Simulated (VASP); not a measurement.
# CdI2 (P-3m1) in VASP: a series of runs

Runs on CdI2. Level: PBE+D3(BJ). Tasks: single point.

All numbers are computed with VASP 6.6.1; they aren't measurements. Logs are shortened: lines on timing, memory, paths and dates and some standing lists are left out, and cuts for length are marked.

## Step 1: The cell of the first run

The structure is trigonal, space group P-3m1 (No. 164). Conventional cell: a = 4.350 Å, b = 4.350 Å, c = 6.859 Å, α = 90.00°, β = 90.00°, γ = 120.00°. Cd (site symmetry -3m) has 6 I at 3.04 Å within 4.0 Å. Within 4.0 Å of I (site symmetry 3m) lie 3 Cd at 3.04 Å.

## Step 2: Single point, PBE+D3(BJ) (strain +0.025 along x and y, +0.000 along z)

The input, INCAR:

```
PREC = Accurate
ENCUT = 500
EDIFF = 1E-6
ISMEAR = 0
SIGMA = 0.05
LREAL = False
LASPH = True
NELM = 120
ALGO = Normal
ISIF = 2
LWAVE = False
LCHARG = True
GGA = PE
IVDW = 12
LELF = True
LVHAR = True
NBANDS = 20
GGA_COMPAT = False
```

The input, KPOINTS:

```
Automatic mesh
0
Gamma
  9 9 4
```

The input, POSCAR:

```
CdI2
1.0
    4.3500991951      0.0000000000      0.0000000000
   -2.1750495975      3.7672964119      0.0000000000
    0.0000000000      0.0000000000      6.8590000000
Cd I
1 2
Direct
    0.0000000000      0.0000000000      0.0000000000
    0.3333333333      0.6666666667      0.2492000000
    0.6666666667      0.3333333333      0.7508000000
```

Potentials or basis: VASP PAW PBE potentials, release 64 (Cd, I).

Launch:

```
$ cat potpaw_PBE.64/Cd/POTCAR potpaw_PBE.64/I/POTCAR > POTCAR
$ mpirun -np 1 vasp_std > vasp.out
```

OUTCAR:

```text
PREC = Accurate
   ENCUT = 500
   EDIFF = 1E-6
   ISMEAR = 0
   LREAL = False
   LASPH = True
   NELM = 120
   ISIF = 2
   GGA = PE
   IVDW = 12
 IVDW          = 12

 ion  position               nearest neighbor table
   1  0.000  0.000  0.000-   2 3.04   3 3.04   2 3.04   3 3.04   3 3.04   2 3.04
   2  0.333  0.667  0.249-   1 3.04   1 3.04   1 3.04
   3  0.667  0.333  0.751-   1 3.04   1 3.04   1 3.04

  LATTYP: Found a hexagonal cell.
 ALAT       =     4.3500991951
 C/A-ratio  =     1.5767456539

  Lattice vectors:

 A1 = (   4.3500991951,   0.0000000000,   0.0000000000)
 A2 = (  -2.1750495975,   3.7672964119,   0.0000000000)
 A3 = (   0.0000000000,   0.0000000000,   6.8590000000)

Analysis of symmetry for initial positions (statically):
=====================================================================
 Subroutine PRICEL returns:
 Original cell was already a primitive cell.

 Routine SETGRP: Setting up the symmetry group for a
 hexagonal supercell.

 Subroutine GETGRP returns: Found 12 space group operations
 (whereof 12 operations were pure point group operations)
 out of a pool of 24 trial point group operations.

The static configuration has the point symmetry D_3d.

Analysis of symmetry for dynamics (positions and initial velocities):
=====================================================================
 Subroutine PRICEL returns:
 Original cell was already a primitive cell.

 Routine SETGRP: Setting up the symmetry group for a
 hexagonal supercell.

 Subroutine GETGRP returns: Found 12 space group operations
 (whereof 12 operations were pure point group operations)
 out of a pool of 24 trial point group operations.

The dynamic configuration has the point symmetry D_3d.

 Subroutine INISYM returns: Found 12 space group operations
 (whereof 12 operations are pure point group operations),
 and found     1 'primitive' translations

----------------------------------------------------------------------------------------

                                     Primitive cell

  volume of cell :     112.4061

  direct lattice vectors                    reciprocal lattice vectors
     4.350099195  0.000000000  0.000000000     0.229879815  0.132721173  0.000000000
    -2.175049598  3.767296412  0.000000000     0.000000000  0.265442347  0.000000000
     0.000000000  0.000000000  6.859000000     0.000000000  0.000000000  0.145793847

  length of vectors
     4.350099195  4.350099195  6.859000000     0.265442347  0.265442347  0.145793847

  position of ions in fractional coordinates (direct lattice)
     0.000000000  0.000000000  0.000000000
     0.333333333  0.666666667  0.249200000
     0.666666667  0.333333333  0.750800000

  ion indices of the primitive-cell ions
   primitive index   ion index
                 1           1
                 2           2
                 3           3

----------------------------------------------------------------------------------------

 KPOINTS: Automatic mesh

Automatic generation of k-mesh.
 Grid dimensions read from file:
 generate k-points for:    9    9    4

 Generating k-lattice:

  Cartesian coordinates                     Fractional coordinates (reciprocal lattice)
     0.025542202  0.014746797  0.000000000     0.111111111 -0.000000000  0.000000000
     0.000000000  0.029493594  0.000000000     0.000000000  0.111111111  0.000000000
     0.000000000  0.000000000  0.036448462     0.000000000  0.000000000  0.250000000

  Length of vectors
     0.029493594  0.029493594  0.036448462

  Shift w.r.t. Gamma in fractional coordinates (k-lattice)
     0.000000000  0.000000000  0.000000000

 Subroutine IBZKPT returns following result:
 ===========================================

 Found     43 irreducible k-points:

 Following reciprocal coordinates:
            Coordinates               Weight
  0.000000  0.000000  0.000000      1.000000
  0.111111  0.000000  0.000000      6.000000
  0.222222 -0.000000  0.000000      6.000000
  0.333333 -0.000000  0.000000      6.000000
  0.444444 -0.000000  0.000000      6.000000
  0.111111  0.111111  0.000000      6.000000
[... 16 lines left out ...]
  0.222222  0.111111  0.250000     12.000000
 -0.111111  0.333333  0.250000     12.000000
 [... further k-points ...]
   k-points           NKPTS =     43   k-points in BZ     NKDIM =     43   number of bands    NBANDS=     20
   number of dos      NEDOS =    301   number of ions     NIONS =      3
   total plane-waves  NPLWV =  51200
   dimension x,y,z NGX =    32 NGY =   32 NGZ =   50
   dimension x,y,z NGXF=    64 NGYF=   64 NGZF=  100
   ions per type =               1   2
   NGX,Y,Z   is equivalent  to a cutoff of  12.23, 12.23, 12.12 a.u.
   NGXF,Y,Z  is equivalent  to a cutoff of  24.46, 24.46, 24.24 a.u.
 SYSTEM =  unknown system
   PREC   = accura    normal or accurate (medium, high low for compatibility)
   ISTART =      0    job   : 0-new  1-cont  2-samecut
   ICHARG =      2    charge: 1-file 2-atom 10-const
   ISPIN  =      1    spin polarized calculation?
   LNONCOLLINEAR =      F non collinear calculations
   LSORBIT =      F    spin-orbit coupling
   LASPH  =      T    aspherical Exc in radial PAW
   ENCUT  =  500.0 eV  36.75 Ry    6.06 a.u.   7.93  7.93 12.51*2*pi/ulx,y,z
   NELM   =    120;   NELMIN=  2; NELMDL= -5     # of ELM steps
   EDIFF  = 0.1E-05   stopping-criterion for ELM
   LREAL  =      F    real-space projection
   EDIFFG = 0.1E-04   stopping-criterion for IOM
   NSW    =      0    number of steps for IOM
   IBRION =     -1    ionic relax: 0-MD 1-quasi-New 2-CG
   NFREE  =      0    steps in history (QN), initial steepest desc. (CG)
   ISIF   =      2    stress and relaxation
   ISYM   =      2    0-nonsym 1-usesym 2-fastsym
   POTIM  = 0.5000    time-step for ionic-motion
   TEBEG  =    0.0;   TEEND  =   0.0 temperature during run
   PSTRESS=    0.0 pullay stress
   NELECT =      26.0000    total number of electrons
   NUPDOWN=      -1.0000    fix difference up-down
   EMIN   =  10.00;   EMAX   =-10.00  energy-range for DOS
   EFERMI =   0.00;   METHOD = LEGACY
   ISMEAR =     0;   SIGMA  =   0.05  broadening in eV -4-tet -1-fermi 0-gaus
   EFERMI_NEDOS =   21; number of points for ismear=-14 and -15
   IALGO  =     38    algorithm
   IMIX   =      4    mixing-type and parameters
     AMIX     =   0.40;   BMIX     =  1.00
     AMIX_MAG =   1.60;   BMIX_MAG =  1.00
  volume/ion in A,a.u.               =      37.47       252.85
  Fermi-wavevector in a.u.,A,eV,Ry     =   1.004931  1.899043 13.740324  1.009885
  Thomas-Fermi vector in A             =   2.137578
   LORBIT       =      0    0 simple, 1 ext, 2 COOP (PROOUT), +10 PAW based schemes
   GGA     = PE    functional components
   LHFCALC =     F    Hartree Fock is set to
   AEXX    =    0.0000 exact exchange contribution
   IVDW    =    12    specifies the selected vdW correction
   LEPSILON=     F    determine dielectric tensor
   LRPA    =     F    only Hartree local field effects (RPA)
 non-spin polarized calculation
 Gauss-broadening in eV      SIGMA  =   0.05
  energy-cutoff  :      500.00
  volume of cell :      112.41
 maximum number of plane-waves:      2892
   NGX = 15   NGY = 15   NGZ = 25

 number of electron      26.0000003 magnetization

 Free energy of the ion-electron system (eV)
  ---------------------------------------------------
  ext. energy  EPLUGINS =         0.00000000
  ---------------------------------------------------
  free energy    TOTEN  =        -5.51916522 eV

  energy without entropy =       -5.51916522  energy(sigma->0) =       -5.51916522

 E-fermi :   1.8454     XC(G=0):  -8.3521

 val. band max:        1.5617363711   @ k =   0.1111   0.1111   0.0000
 cond. band min:       3.8304333488   @ k =   0.0000   0.0000   0.0000
 fundamental gap:      2.2686969777
 Fermi energy:         1.8454172388

 k-point     1 :       0.0000    0.0000    0.0000
  band No.  band energies     occupation
      1     -10.3337      2.00000
      2      -9.6812      2.00000
      3      -5.9425      2.00000
      4      -5.9425      2.00000
      5      -5.8348      2.00000
      6      -5.7693      2.00000
[... 12 lines left out ...]
     19      10.5685      0.00000
     20      10.6442      0.00000

 k-point     2 :       0.1111    0.0000    0.0000
  band No.  band energies     occupation
      1     -10.2810      2.00000
      2      -9.6767      2.00000
      3      -5.9346      2.00000
      4      -5.9143      2.00000
      5      -5.8248      2.00000
      6      -5.7718      2.00000
[... 12 lines left out ...]
     19      10.1463      0.00000
     20      10.4551      0.00000

 k-point     3 :       0.2222   -0.0000    0.0000
  band No.  band energies     occupation
      1     -10.1389      2.00000
      2      -9.6677      2.00000
      3      -5.9192      2.00000
      4      -5.8523      2.00000
      5      -5.7942      2.00000
      6      -5.7713      2.00000
[... 12 lines left out ...]
     19       9.5003      0.00000
     20      10.6346      0.00000

 k-point     4 :       0.3333   -0.0000    0.0000
  band No.  band energies     occupation
      1      -9.9549      2.00000
      2      -9.6678      2.00000
      3      -5.9102      2.00000
      4      -5.8335      2.00000
      5      -5.7691      2.00000
      6      -5.7391      2.00000
[... 12 lines left out ...]
     19       9.9199      0.00000
     20      10.7383      0.00000

 k-point     5 :       0.4444   -0.0000    0.0000
  band No.  band energies     occupation
      1      -9.7959      2.00000
      2      -9.6982      2.00000
      3      -5.9088      2.00000
      4      -5.8397      2.00000
      5      -5.7587      2.00000
      6      -5.7208      2.00000
[... 12 lines left out ...]
     19      10.5011      0.00000
     20      11.1856      0.00000
[... 353 lines left out ...]
      6      -5.7208      2.00000
[... 12 lines left out ...]
     19      10.1743      0.00000
     20      11.3764      0.00000

 k-point    22 :       0.1111    0.1111    0.2500
  band No.  band energies     occupation
      1     -10.1266      2.00000
      2      -9.7393      2.00000
      3      -5.9221      2.00000
      4      -5.8735      2.00000
      5      -5.8055      2.00000
      6      -5.7738      2.00000
[... 12 lines left out ...]
     19       9.8849      0.00000
     20      10.1102      0.00000

 k-point    23 :       0.2222    0.1111    0.2500
  band No.  band energies     occupation
      1      -9.9694      2.00000
      2      -9.7211      2.00000
      3      -5.9059      2.00000
      4      -5.8246      2.00000
      5      -5.7816      2.00000
      6      -5.7510      2.00000
[... 12 lines left out ...]
     19       9.6776      0.00000
     20      10.5352      0.00000

 k-point    24 :      -0.1111    0.3333    0.2500
  band No.  band energies     occupation
      1      -9.9821      2.00000
      2      -9.7055      2.00000
      3      -5.9059      2.00000
      4      -5.8303      2.00000
      5      -5.7802      2.00000
      6      -5.7570      2.00000
[... 12 lines left out ...]
     19       9.2900      0.00000
     20      10.4103      0.00000

 [... further k-points ...]

------------------------ aborting loop because EDIFF is reached ----------------------------------------

 Edisp (eV)   -0.94535

 E8    (eV) :    -0.4234

  FORCE on cell =-STRESS in cart. coord.  units (eV):
  Direction    XX          YY          ZZ          XY          YZ          ZX
  --------------------------------------------------------------------------------------
  -------------------------------------------------------------------------------------
  Total      -1.00144    -1.00144    -0.48475    -0.00000     0.00000    -0.00000
  in kB     -14.27402   -14.27402    -6.90932    -0.00000     0.00000    -0.00000
  external pressure =      -11.82 kB  Pullay stress =        0.00 kB

 VOLUME and BASIS-vectors are now :
 -----------------------------------------------------------------------------
  energy-cutoff  :      500.00
  volume of cell :      112.41
      direct lattice vectors                 reciprocal lattice vectors
     4.350099195  0.000000000  0.000000000     0.229879815  0.132721173  0.000000000
    -2.175049598  3.767296412  0.000000000     0.000000000  0.265442347  0.000000000
     0.000000000  0.000000000  6.859000000     0.000000000  0.000000000  0.145793847

 POSITION                                       TOTAL-FORCE (eV/Angst)
 -----------------------------------------------------------------------------------
      0.00000      0.00000      0.00000        -0.000000      0.000000      0.000000
     -0.00000      2.51153      1.70926         0.000000      0.000000     -0.068808
      2.17505      1.25577      5.14974        -0.000000     -0.000000      0.068808
 -----------------------------------------------------------------------------------
    total drift:                                0.000000     -0.000000      0.000000

  FREE ENERGIE OF THE ION-ELECTRON SYSTEM (eV)
  ---------------------------------------------------
  free  energy   TOTEN  =        -6.4645126562 eV

  energy  without entropy=       -6.4645126562  energy(sigma->0) =       -6.46451266
```

Wall time 28 s (1 thread of Intel Xeon 6975P-C (Granite Rapids), shared host); peak memory 0.27 GiB.

Results:

```
Free energy                : -6.4645 eV
Pressure                   : -1.2 GPa
Largest force              : 0.069 eV/Å
Band gap on the k mesh     : 2.27 eV (least direct gap 2.29 eV)
Dispersion energy per atom : -0.315 eV
```

Forces on the atoms (eV/Å):
```
Cd   0.000  0.000  0.000
I    0.000  0.000 -0.069
I    0.000  0.000  0.069
```

Stress tensor (GPa, compression positive):
```
-1.43  0.00  0.00
 0.00 -1.43  0.00
 0.00  0.00 -0.69
```

Levels at points of the mesh, in eV from the valence-band top:
| k point | band 10 | band 11 | band 12 | band 13 | band 14 | band 15 | band 16 | band 17 |
| --- | --- | --- | --- | --- | --- | --- | --- | --- |
| (0.00, 0.00, 0.00) | -0.32 | -0.22 | -0.22 | -0.02 | 2.27 | 4.41 | 6.22 | 6.22 |
| (0.00, 0.00, 0.50) | -0.44 | -0.44 | -0.07 | -0.07 | 3.32 | 4.44 | 6.01 | 6.01 |

Caveat: the cell differs from its parent crystal (strain +0.025 along x and y, +0.000 along z); spin-orbit coupling is left out, which moves the levels of the heavy elements; an odd mesh through Γ misses points on the zone boundary, where band edges can lie.

## Step 3: Single point, PBE+D3(BJ) (strain +0.050 along x and y, -0.025 along z)

The input, INCAR:

```
  PREC = Accurate
  ENCUT = 500
  EDIFF = 1E-6
  ISMEAR = 0
  SIGMA = 0.05
  LREAL = False
  LASPH = True
  NELM = 120
  ALGO = Normal
  ISIF = 2
  LWAVE = False
  LCHARG = False
  GGA = PE
  IVDW = 12
  NBANDS = 20
  GGA_COMPAT = False
```

KPOINTS is that of step 2.

The input, POSCAR:

```
CdI2
1.0
    4.4561991755      0.0000000000      0.0000000000
   -2.2280995877      3.8591816903      0.0000000000
    0.0000000000      0.0000000000      6.6875250000
Cd I
1 2
Direct
    0.0000000000      0.0000000000      0.0000000000
    0.3333333333      0.6666666667      0.2492000000
    0.6666666667      0.3333333333      0.7508000000
```

Potentials or basis: VASP PAW PBE potentials, release 64 (Cd, I).

Launch:

```
$ cat potpaw_PBE.64/Cd/POTCAR potpaw_PBE.64/I/POTCAR > POTCAR
$ mpirun -np 1 vasp_std > vasp.out
```

Run time: 28 s. Hardware: 1 thread of Intel Xeon 6975P-C (Granite Rapids), shared host; peak memory 0.27 GiB.

The run converged. Its results:

```
Free energy                : -6.4114 eV
Pressure                   : -1.8 GPa
Largest force              : 0.088 eV/Å
Band gap on the k mesh     : 1.92 eV
Dispersion energy per atom : -0.307 eV
```

Forces on the atoms (eV/Å):
```
Cd   0.000  0.000  0.000
I    0.000  0.000 -0.088
I    0.000  0.000  0.088
```

Stress tensor (GPa, compression positive):
```
-2.37  0.00  0.00
 0.00 -2.37  0.00
 0.00  0.00 -0.67
```

Levels at points of the mesh, in eV from the valence-band top:
```
           k point  band 9  band 10  band 11  band 12  band 13  band 14  band 15  band 16  band 17  band 18
(0.00, 0.00, 0.00)   -0.54    -0.54    -0.49    -0.49     0.00     1.92     4.14     5.91     5.91     8.17
(0.00, 0.00, 0.50)   -1.39    -0.68    -0.68    -0.32    -0.32     2.94     4.18     5.66     5.66     7.72
```

Caveat: the cell differs from its parent crystal (strain +0.050 along x and y, -0.025 along z); spin-orbit coupling is left out, which moves the levels of the heavy elements; an odd mesh through Γ misses points on the zone boundary, where band edges can lie.

## Step 4: Single point, PBE+D3(BJ) (strain +0.050 along x and y, +0.000 along z)

The input, INCAR:

```
SYSTEM = CdI2
PREC = Accurate ; ENCUT = 500
EDIFF = 1E-6 ; ISMEAR = 0
SIGMA = 0.05 ; LREAL = .False.
LASPH = .True. ; NELM = 120
ALGO = Normal ; ISIF = 2
LWAVE = .False. ; LCHARG = .True.
GGA = PE ; IVDW = 12
LELF = .True. ; LVHAR = .True.
NBANDS = 20 ; GGA_COMPAT = .False.
```

The input, KPOINTS:

```
regular mesh
0
Gamma
  9 9 4
  0 0 0
```

Edit POSCAR of step 3 so:

```diff
@@ -4,3 +4,3 @@
    -2.2280995877      3.8591816903      0.0000000000
-    0.0000000000      0.0000000000      6.6875250000
+    0.0000000000      0.0000000000      6.8590000000
 Cd I
```

Launch:

```
$ cat potpaw_PBE.64/Cd/POTCAR potpaw_PBE.64/I/POTCAR > POTCAR
$ mpirun -np 1 vasp_std > vasp.out
```

Wall time 29 s (1 thread of Intel Xeon 6975P-C (Granite Rapids), shared host); peak memory 0.27 GiB.

The run converged. Its results:

```
Free energy                : -6.3911 eV
Pressure                   : -2.4 GPa
Largest force              : 0.238 eV/Å
Band gap on the k mesh     : 1.99 eV
Dispersion energy per atom : -0.299 eV
```

Forces in eV/Å, atoms in the order of the input:
```
Cd   0.000  0.000  0.000
I    0.000  0.000 -0.238
I    0.000  0.000  0.238
```

Stress tensor (GPa, compression positive):
```
-2.76  0.00  0.00
 0.00 -2.76  0.00
 0.00  0.00 -1.54
```

Levels at points of the mesh, in eV from the valence-band top:
| k point | band 10 | band 11 | band 12 | band 13 | band 14 | band 15 | band 16 | band 17 |
| --- | --- | --- | --- | --- | --- | --- | --- | --- |
| (0.00, 0.00, 0.00) | -0.40 | -0.34 | -0.34 | 0.00 | 1.99 | 4.30 | 6.05 | 6.05 |
| (0.00, 0.00, 0.50) | -0.52 | -0.52 | -0.19 | -0.19 | 2.98 | 4.31 | 5.84 | 5.84 |

Caveat: the cell differs from its parent crystal (strain +0.050 along x and y, +0.000 along z); spin-orbit coupling is left out, which moves the levels of the heavy elements; an odd mesh through Γ misses points on the zone boundary, where band edges can lie.

## Step 5: The runs side by side

| cell | gap on the mesh (eV) | pressure (GPa) | largest force (eV/Å) |
| --- | --- | --- | --- |
| a = 4.350, b = 4.350, c = 6.859 Å, angles 90.0, 90.0, 120.0°, 3 atoms | 2.27 | -1.2 | 0.07 |
| a = 4.456, b = 4.456, c = 6.688 Å, angles 90.0, 90.0, 120.0°, 3 atoms | 1.92 | -1.8 | 0.09 |
| a = 4.456, b = 4.456, c = 6.859 Å, angles 90.0, 90.0, 120.0°, 3 atoms | 1.99 | -2.4 | 0.24 |

Alike in all rows: task single point; level PBE+D3(BJ); potentials or basis VASP PAW PBE potentials, release 64 (Cd, I); no spin polarisation; k mesh 9 × 9 × 4; cutoff (eV) 500; smearing gaussian 0.05 eV.

Caveats: spin-orbit coupling is left out, which moves the levels of the heavy elements; an odd mesh through Γ misses points on the zone boundary, where band edges can lie.

Total energies depend on the potentials used, so only differences within one code and one set of settings carry meaning.
